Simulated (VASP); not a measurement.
# ZnS (F-43m) in VASP: further runs, part 2 of 2

VASP 6.6.1.

## Step 3: Elastic constants, PBEsol

This run uses another cell than the first one, of 18.35 Å³/atom.

INCAR reads:

```
SYSTEM = ZnS
ALGO = Normal ; EDIFF = 1E-8
ENCUT = 600 ; GGA = PS
IBRION = 6 ; ISIF = 3
ISMEAR = 0 ; LASPH = .True.
LCHARG = .False. ; LREAL = .False.
LWAVE = .False. ; NBANDS = 16
NELM = 80 ; NFREE = 2
NSW = 1 ; POTIM = 0.015
PREC = Accurate ; SIGMA = 0.01
```

KPOINTS reads:

```
k-points
0
Gamma
  8 8 8
  0 0 0
```

POSCAR reads:

```
ZnS
1.0
    0.0000000000      2.6377583027      2.6377583027
    2.6377583027      0.0000000000      2.6377583027
    2.6377583027      2.6377583027      0.0000000000
Zn S
1 1
Direct
    0.7500000000      0.7500000000      0.7500000000
    0.0000000000      0.0000000000      0.0000000000
```

Potentials or basis: VASP PAW PBE potentials, release 64 (Zn, S).

On the command line:

```console
cat potpaw_PBE.64/Zn/POTCAR potpaw_PBE.64/S/POTCAR > POTCAR
mpirun -np 1 vasp_std > vasp.out
```

OUTCAR:

```text
SYSTEM = ZnS
   EDIFF = 1E-8
   ENCUT = 600
   GGA = PS
   IBRION = 6
   ISIF = 3
   ISMEAR = 0
   LASPH = .True.
   LREAL = .False.
   NELM = 80
   NFREE = 2
   NSW = 1
   POTIM = 0.015
   PREC = Accurate

 ion  position               nearest neighbor table
   1  0.750  0.750  0.750-   2 2.28   2 2.28   2 2.28   2 2.28
   2  0.000  0.000  0.000-   1 2.28   1 2.28   1 2.28   1 2.28

  LATTYP: Found a face centered cubic cell.
 ALAT       =     5.2755166054

  Lattice vectors:

 A1 = (   0.0000000000,   2.6377583027,   2.6377583027)
 A2 = (   2.6377583027,   0.0000000000,   2.6377583027)
 A3 = (   2.6377583027,   2.6377583027,   0.0000000000)

Analysis of symmetry for initial positions (statically):
=====================================================================
 Subroutine PRICEL returns:
 Original cell was already a primitive cell.

 Routine SETGRP: Setting up the symmetry group for a
 face centered cubic supercell.

 Subroutine GETGRP returns: Found 24 space group operations
 (whereof 24 operations were pure point group operations)
 out of a pool of 48 trial point group operations.

The static configuration has the point symmetry T_d .

Analysis of symmetry for dynamics (positions and initial velocities):
[... 823 lines left out ...]
  -------------------------------------------------------------------------------------
  Total        0.9678129      0.9704577      0.9704577      0.0000000      0.1204019      0.0000000
  in kB       42.2441888     42.3596343     42.3596343      0.0000000      5.2554378      0.0000000
  external PRESSURE =      42.3211525 kB  Pullay stress =       0.0000000 kB
[... 17 lines left out ...]
  FREE ENERGIE OF THE ION-ELECTRON SYSTEM (eV)
  ---------------------------------------------------
  free  energy   TOTEN  =        -7.5647073121 eV

  energy  without entropy=       -7.5647073121  energy(sigma->0) =       -7.56470731

 INTERNAL STRAIN TENSORS FROM STRAINED CELLS
 ============================================

 INTERNAL STRAIN TENSOR FOR ION    1 for displacements in x,y,z  (eV/Angst):
          X           Y           Z          XY          YZ          ZX
  --------------------------------------------------------------------------------
  x    -0.00000    -0.00000    -0.00000    -0.00000     8.01177     0.00000
  y     0.00000    -0.00000    -0.00000    -0.00000     0.00000     8.01215
  z     0.00000    -0.00000    -0.00000     8.01205    -0.00000     0.00000

 INTERNAL STRAIN TENSORS FROM DISPLACED ATOMS
 ============================================

 INTERNAL STRAIN TENSOR FOR ION    1 for displacements in x,y,z  (eV/Angst):
          X           Y           Z          XY          YZ          ZX
  --------------------------------------------------------------------------------
  x     0.00000    -0.00000    -0.00000     0.00000     8.01051     0.00000
  y    -0.00000     0.00000    -0.00000     0.00000     0.00000     8.01051
  z    -0.00000    -0.00000     0.00000     8.01051     0.00000     0.00000

 INTERNAL STRAIN TENSOR FOR ION    2 for displacements in x,y,z  (eV/Angst):
          X           Y           Z          XY          YZ          ZX
  --------------------------------------------------------------------------------
  x    -0.00000    -0.00000    -0.00000     0.00000    -8.01740     0.00000
  y    -0.00000    -0.00000    -0.00000     0.00000     0.00000    -8.01740
  z    -0.00000    -0.00000    -0.00000    -8.01740     0.00000     0.00000

 Eigenvectors and eigenvalues of the dynamical matrix
 ----------------------------------------------------

   1 f  =    9.048368 THz    56.852570 2PiTHz  301.821055 cm-1    37.421025 meV
             X         Y         Z           dx          dy          dz
      3.956637  3.956637  3.956637    -0.572395    0.000000    0.000000
      0.000000  0.000000  0.000000     0.819978    0.000000    0.000000
[... 21 lines left out ...]
   6 f/i=    0.013429 THz     0.084379 2PiTHz    0.447952 cm-1     0.055539 meV
             X         Y         Z           dx          dy          dz
      3.956637  3.956637  3.956637     0.000000    0.000000    0.819978
      0.000000  0.000000  0.000000     0.000000    0.000000    0.572395

--------------------------------------------------------------------------------------------------------

 ELASTIC MODULI CONTR FROM IONIC RELAXATION (kBar)
 Direction    XX          YY          ZZ          XY          YZ          ZX
 --------------------------------------------------------------------------------
 XX          -0.0000     -0.0000     -0.0000      0.0000     -0.0000      0.0000
 YY          -0.0000     -0.0000     -0.0000      0.0000      0.0000     -0.0000
 ZZ          -0.0000     -0.0000     -0.0000     -0.0000      0.0000      0.0000
 XY           0.0000      0.0000     -0.0000   -389.3600     -0.0000      0.0000
 YZ          -0.0000      0.0000      0.0000     -0.0000   -389.3600      0.0000
 ZX           0.0000     -0.0000      0.0000      0.0000      0.0000   -389.3600
 --------------------------------------------------------------------------------

 TOTAL ELASTIC MODULI (kBar)
 Direction    XX          YY          ZZ          XY          YZ          ZX
 --------------------------------------------------------------------------------
 XX        1191.8185    794.8318    794.8318      0.0000     -0.0000      0.0000
 YY         794.8318   1191.8185    794.8318     -0.0000     -0.0000      0.0000
 ZZ         794.8318    794.8318   1191.8185     -0.0000     -0.0000      0.0000
 XY           0.0000     -0.0000     -0.0000    482.1590     -0.0000      0.0000
 YZ          -0.0000     -0.0000     -0.0000     -0.0000    482.1590      0.0000
 ZX           0.0000      0.0000      0.0000      0.0000      0.0000    482.1590
 --------------------------------------------------------------------------------
```

OSZICAR:

```text
N       E                     dE             d eps       ncg     rms          rms(c)
DAV:   1     0.854287609554E+02    0.85429E+02   -0.92574E+03   928   0.149E+03
DAV:   2    -0.219859542712E+01   -0.87627E+02   -0.81860E+02  1040   0.279E+02
[... 205 lines left out ...]
DAV:   2    -0.756484803653E+01   -0.40284E-02   -0.42904E-02  3728   0.137E+00    0.122E-01
DAV:   3    -0.756472591604E+01    0.12212E-03   -0.33764E-04  3744   0.164E-01    0.643E-02
DAV:   4    -0.756470775206E+01    0.18164E-04   -0.12485E-04  3656   0.843E-02    0.158E-02
DAV:   5    -0.756470724913E+01    0.50293E-06   -0.28259E-05  3448   0.414E-02    0.150E-02
DAV:   6    -0.756470733007E+01   -0.80937E-07   -0.13813E-06  3856   0.944E-03    0.854E-03
DAV:   7    -0.756470731488E+01    0.15193E-07   -0.14197E-07  3784   0.371E-03    0.739E-04
DAV:   8    -0.756470731206E+01    0.28131E-08   -0.22262E-08  3416   0.133E-03
  17 F= -.75647073E+01 E0= -.75647073E+01  d E =-.415821E-40
```

It took 8.5 min on 1 thread of AMD EPYC 9R45 (Zen 5), shared host; peak memory 0.29 GiB.

Results:

| Quantity | Value |
| --- | --- |
| Elastic constants C11, C12, C44 | 119, 79, 48 GPa |
| Voigt bulk modulus | 93 GPa |
| Highest phonon frequency at Γ, LO-TO splitting left out | 302 cm⁻¹ |

Phonon frequencies in cm⁻¹ (negative: imaginary):
```tsv
q point	frequencies
(0.000, 0.000, 0.000)	0 0 0 302 302 302
```

Elastic tensor in Voigt notation (GPa, in the Cartesian axes of the cell as first typed):
```
119  79  79   0   0   0
 79 119  79   0   0   0
 79  79 119   0   0   0
  0   0   0  48   0   0
  0   0   0   0  48   0
  0   0   0   0   0  48
```

Clamped-ion elastic tensor (GPa):
```
119  79  79   0   0   0
 79 119  79   0   0   0
 79  79 119   0   0   0
  0   0   0  87   0   0
  0   0   0   0  87   0
  0   0   0   0   0  87
```

Caveat: the cell is under stress, which shifts elastic constants; the PAW data sets were made with another functional, which shifts forces and pressure a little.

## Step 4: Elastic constants, PBEsol

This run uses another cell than the first one, of 18.75 Å³/atom.

INCAR reads:

```
SYSTEM = ZnS
ALGO = Normal
EDIFF = 1E-8
ENCUT = 600
GGA = PS
IBRION = 6
ISIF = 3
ISMEAR = 0
LASPH = .True.
LCHARG = .False.
LREAL = .False.
LWAVE = .False.
NBANDS = 16
NELM = 100
NFREE = 2
NSW = 1
POTIM = 0.015
PREC = Accurate
SIGMA = 0.01
```

KPOINTS is that of step 3.

POSCAR reads:

```
ZnS
1.0
    0.0000000000      2.6565693268      2.6565693268
    2.6565693268      0.0000000000      2.6565693268
    2.6565693268      2.6565693268      0.0000000000
Zn S
1 1
Direct
    0.7500000000      0.7500000000      0.7500000000
    0.0000000000      0.0000000000      0.0000000000
```

On the command line:

```console
cat potpaw_PBE.64/Zn/POTCAR potpaw_PBE.64/S/POTCAR > POTCAR
mpirun -np 1 vasp_std > vasp.out
```

Wall time 8.2 min (1 thread of AMD EPYC 9R45 (Zen 5), shared host); peak memory 0.3 GiB.

It converged, with:

- Elastic constants C11, C12, C44: 114, 73, 48 GPa
- Voigt bulk modulus: 86 GPa
- Highest phonon frequency at Γ, LO-TO splitting left out: 291 cm⁻¹

Phonon frequencies in cm⁻¹ (negative: imaginary):
| q point | frequencies |
| --- | --- |
| (0.000, 0.000, 0.000) | 0 0 0 291 291 291 |

Elastic tensor in Voigt notation (GPa, in the Cartesian axes of the cell as first typed):
```
114  73  73   0   0   0
 73 114  73   0   0   0
 73  73 114   0   0   0
  0   0   0  48   0   0
  0   0   0   0  48   0
  0   0   0   0   0  48
```

Clamped-ion elastic tensor (GPa):
```
114  73  73   0   0   0
 73 114  73   0   0   0
 73  73 114   0   0   0
  0   0   0  81   0   0
  0   0   0   0  81   0
  0   0   0   0   0  81
```

Caveat: the cell is under stress, which shifts elastic constants; the PAW data sets were made with another functional, which shifts forces and pressure a little.
